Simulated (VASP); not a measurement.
# TaMo3 (P6_3/mmc) in VASP: further runs, part 2 of 2

VASP 6.6.1. The steps go on from the part before.

## (5) Relaxation of cell and atoms, PBE

Input file INCAR:

```
SYSTEM = TaMo3
PREC = Accurate ; ENCUT = 600
EDIFF = 1E-6 ; ISMEAR = 0
SIGMA = 0.1 ; LREAL = .False.
LASPH = .True. ; NELM = 60
ALGO = Fast ; ISIF = 3
LWAVE = .False. ; LCHARG = .False.
GGA = PE ; IBRION = 2
NSW = 90 ; EDIFFG = -0.04
```

Input file KPOINTS:

```
Automatic mesh
0
Gamma
  3 3 4
  0 0 0
```

Input file POSCAR:

```
TaMo3
1.0
    6.5100904400      0.0000000000      0.0000000000
   -3.2550452200      5.6379037000      0.0000000000
    0.0000000000      0.0000000000      5.0929648400
Ta Mo
2 6
Direct
    0.6666666700      0.3333333300      0.2500000000
    0.3333333300      0.6666666700      0.7500000000
    0.3272063400      0.1636031700      0.7500000000
    0.8363968300      0.1636031700      0.7500000000
    0.8363968300      0.6727936600      0.7500000000
    0.6727936600      0.8363968300      0.2500000000
    0.1636031700      0.8363968300      0.2500000000
    0.1636031700      0.3272063400      0.2500000000
```

Started as:

```bash
$ cat potpaw_PBE.64/Ta_pv/POTCAR potpaw_PBE.64/Mo_sv/POTCAR > POTCAR
$ mpirun -np 1 vasp_std > vasp.out
```

Run time: 28 min. Hardware: 1 thread of Intel Xeon Platinum 8488C (Sapphire Rapids), shared host; peak memory 0.43 GiB.

It converged, with:

| Quantity | Value |
| --- | --- |
| Free energy | -86.2154 eV |
| Relaxed volume | 16.76 Å³/atom |
| Relaxed cell | a = 5.565 Å, b = 5.565 Å, c = 4.998 Å, α = 90.00°, β = 90.00°, γ = 120.00° |
| Space group after relaxing (to 0.1 Å) | P6_3/mmc (No. 194) |
| Pressure after relaxing | 0.1 GPa |
| Largest force after relaxing | 0.008 eV/Å |
| Band gap on the k mesh | zero (bands 53 and 54 overlap by 2.45 eV) |

Forces on the atoms (eV/Å):
```
Ta   0.000  0.000  0.000
Ta   0.000  0.000  0.000
Mo  -0.007 -0.004  0.000
Mo   0.007 -0.004  0.000
Mo   0.000  0.008  0.000
Mo   0.007  0.004  0.000
Mo  -0.007  0.004  0.000
Mo   0.000 -0.008  0.000
```

Stress tensor (GPa, compression positive):
```
-0.05  0.00  0.00
 0.00 -0.05  0.00
 0.00  0.00  0.25
```

Final structure:
```cif
data_structure
_symmetry_space_group_name_H-M 'P 1'
_symmetry_Int_Tables_number 1
_cell_length_a 5.5653
_cell_length_b 5.5653
_cell_length_c 4.9984
_cell_angle_alpha 90.000
_cell_angle_beta 90.000
_cell_angle_gamma 120.000
_cell_volume 134.07
loop_
_atom_site_label
_atom_site_type_symbol
_atom_site_fract_x
_atom_site_fract_y
_atom_site_fract_z
_atom_site_occupancy
Ta1 Ta 0.66667 0.33333 0.25000 1
Ta2 Ta 0.33333 0.66667 0.75000 1
Mo1 Mo 0.33062 0.16531 0.75000 1
Mo2 Mo 0.83469 0.16531 0.75000 1
Mo3 Mo 0.83469 0.66938 0.75000 1
Mo4 Mo 0.66938 0.83469 0.25000 1
Mo5 Mo 0.16531 0.83469 0.25000 1
Mo6 Mo 0.16531 0.33062 0.25000 1
```

Levels at points of the mesh, in eV from the Fermi level:
```
           k point  band 49  band 50  band 51  band 52  band 53  band 54  band 55  band 56  band 57  band 58
(0.00, 0.00, 0.00)    -0.31    -0.31    -0.26    -0.26    -0.10     0.09     0.09     0.13     0.13     0.15
(0.00, 0.00, 0.50)    -0.35    -0.35     1.19     1.19     1.49     1.49     1.49     1.49     1.72     1.72
```

Caveat: the k points lie up to 0.43 Å⁻¹ apart in the final cell, too coarse for converged energies and pressures of a metal; the volume moved by over 15 % at a fixed basis, so the end points are rough; spin-orbit coupling is left out, which moves the levels of the heavy elements.

## (6) Relaxation of cell and atoms, PBE

This run uses another cell than the first one, of 16.72 Å³/atom.

Input file INCAR:

```
SYSTEM = TaMo3
ALGO = Fast
EDIFF = 1E-6
EDIFFG = -0.04
ENCUT = 600
GGA = PE
IBRION = 2
ISIF = 3
ISMEAR = 0
LASPH = .True.
LCHARG = .False.
LREAL = .False.
LWAVE = .False.
NELM = 80
NSW = 90
PREC = Accurate
SIGMA = 0.1
```

Input file KPOINTS:

```
k-points
0
Gamma
  6 6 4
  0 0 0
```

Input file POSCAR:

```
TaMo3
1.0
    5.5579602415      0.0000000000      0.0000000000
   -2.7789801207      4.8133347623      0.0000000000
    0.0000000000      0.0000000000      4.9993952372
Ta Mo
2 6
Direct
    0.6666666667      0.3333333333      0.2500000000
    0.3333333333      0.6666666667      0.7500000000
    0.3304870294      0.1652435147      0.7500000000
    0.8347564853      0.1652435147      0.7500000000
    0.8347564853      0.6695129706      0.7500000000
    0.6695129706      0.8347564853      0.2500000000
    0.1652435147      0.8347564853      0.2500000000
    0.1652435147      0.3304870294      0.2500000000
```

Potentials or basis: VASP PAW PBE potentials, release 64 (Ta_pv, Mo_sv).

Started as:

```bash
$ cat potpaw_PBE.64/Ta_pv/POTCAR potpaw_PBE.64/Mo_sv/POTCAR > POTCAR
$ mpirun -np 1 vasp_std > vasp.out
```

It took 11 min on 1 thread of Intel Xeon Platinum 8488C (Sapphire Rapids), shared host; peak memory 0.4 GiB.

It converged, with:

- Free energy: -86.3594 eV
- Relaxed volume: 16.78 Å³/atom
- Relaxed cell: a = 5.551 Å, b = 5.551 Å, c = 5.032 Å, α = 90.00°, β = 90.00°, γ = 120.00°
- Space group after relaxing (to 0.1 Å): P6_3/mmc (No. 194)
- Energy gained by relaxing: 1.0 meV/atom
- Ionic steps: 5
- Pressure after relaxing: 0.0 GPa
- Largest force after relaxing: 0.024 eV/Å
- Band gap on the k mesh: zero (bands 53 and 54 overlap by 2.43 eV)

Forces on the atoms (eV/Å):
```
Ta   0.000  0.000  0.000
Ta   0.000  0.000  0.000
Mo   0.021  0.012  0.000
Mo  -0.021  0.012  0.000
Mo   0.000 -0.024  0.000
Mo  -0.021 -0.012  0.000
Mo   0.021 -0.012  0.000
Mo   0.000  0.024  0.000
```

Stress tensor (GPa, compression positive):
```
 0.09  0.00  0.00
 0.00  0.09  0.00
 0.00  0.00 -0.16
```

The path:
```tsv
step	energy change (eV)	largest force (eV/Å)	pressure (GPa)	volume (Å³)
1	0.0000	0.1377	0.73	133.75
2	-0.0029	0.0136	-1.52	135.22
3	-0.0062	0.0669	-0.58	134.60
4	-0.0058	0.0266	0.68	133.91
5	-0.0076	0.0240	0.00	134.27
```

Final structure:
```xyz
8
Lattice="5.5510 0.0000 0.0000 -2.7755 4.8073 0.0000 0.0000 0.0000 5.0316" Properties=species:S:1:pos:R:3 pbc="T T T"
Ta    2.7755    1.6024    1.2579
Ta    0.0000    3.2049    3.7737
Mo    1.3812    0.7974    3.7737
Mo    4.1698    0.7974    3.7737
Mo    2.7755    3.2124    3.7737
Mo    1.3943    4.0099    1.2579
Mo   -1.3943    4.0099    1.2579
Mo    0.0000    1.5948    1.2579
```

Levels at points of the mesh, in eV from the Fermi level:
```csv
k point,band 52,band 53,band 54,band 55,band 56,band 57
"(0.00, 0.00, 0.00)",-0.27,-0.07,0.10,0.11,0.11,0.19
"(0.50, 0.00, 0.00)",-0.39,-0.26,-0.23,0.08,0.20,0.44
"(0.00, 0.00, 0.50)",1.22,1.50,1.50,1.50,1.50,1.73
"(0.50, 0.00, 0.50)",-0.83,-0.53,-0.53,0.41,0.41,0.73
```

Caveat: spin-orbit coupling is left out, which moves the levels of the heavy elements.

## (7) Summary

| task | cell | k mesh | cutoff (eV) | gap on the mesh (eV) | pressure (GPa) | relaxed volume (Å³/atom) | largest force (eV/Å) |
| --- | --- | --- | --- | --- | --- | --- | --- |
| single point | a = 6.510, b = 6.510, c = 5.093 Å, angles 90.0, 90.0, 120.0°, 8 atoms, atomic positions A | 3 × 3 × 4 | 520 | none | -36.4 | - | 0.16 |
| single point | a = 5.558, b = 5.558, c = 4.999 Å, angles 90.0, 90.0, 120.0°, 8 atoms, atomic positions B | 3 × 3 × 4 | 520 | none | 0.6 | - | - |
| single point | a = 5.551, b = 5.551, c = 5.028 Å, angles 90.0, 90.0, 120.0°, 8 atoms, atomic positions B | 6 × 6 × 4 | 520 | none | 0.2 | - | 0.02 |
| relaxation of cell and atoms | relaxed from a = 6.510, b = 6.510, c = 5.093 Å, angles 90.0, 90.0, 120.0°, 8 atoms, atomic positions A | 3 × 3 × 4 | 600 | none | 0.1 | 16.76 | 0.01 |
| relaxation of cell and atoms | relaxed from a = 5.558, b = 5.558, c = 4.999 Å, angles 90.0, 90.0, 120.0°, 8 atoms, atomic positions B | 6 × 6 × 4 | 600 | none | 0.0 | 16.78 | 0.02 |

Alike in all rows: level PBE; potentials or basis VASP PAW PBE potentials, release 64 (Ta_pv, Mo_sv); no spin polarisation; smearing gaussian 0.1 eV.

Caveats: some runs use coarse meshes; spin-orbit coupling is left out, which moves the levels of the heavy elements; the volume moved by over 15 % at a fixed basis, so the end points are rough (at least some runs).

Absolute energies hang on the potentials; compare differences alone.
